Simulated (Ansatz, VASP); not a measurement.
# One calculation of GaP, two programs

```xyz
2
Lattice="0.0000 2.7611 2.7611 2.7611 0.0000 2.7611 2.7611 2.7611 0.0000" Properties=species:S:1:pos:R:3 pbc="T T T"
Ga    0.0000    0.0000    0.0000
P     4.1417    4.1417    4.1417
```

Alike in both runs: task single point; functional HF; k mesh 4 × 4 × 4; occupations fermi-dirac, width 0.05 eV; no spin polarisation.

|  | VASP | Ansatz |
| --- | --- | --- |
| version | VASP 6.6.1 | Ansatz 0.2.0 |
| potentials or method | VASP PAW PBE potentials, release 64 (Ga_d, P) | Ansatz PAW |
| plane-wave cutoff (eV) | 520 | 420 |
| valence electrons in the cell | 18 | 18 |

|  | VASP | Ansatz | Ansatz less VASP |
| --- | --- | --- | --- |
| gap on the k mesh at the Fermi level (eV) | 7.91 | 7.77 | -0.147 |
| least direct gap on the mesh (eV) | 9.00 | 8.84 | -0.158 |
| pressure (GPa) | 1.0 | 1.7 | +0.67 |

VASP's potentials were made for PBE, not for HF.

The k mesh is coarse, so the values compare programs but aren't converged.
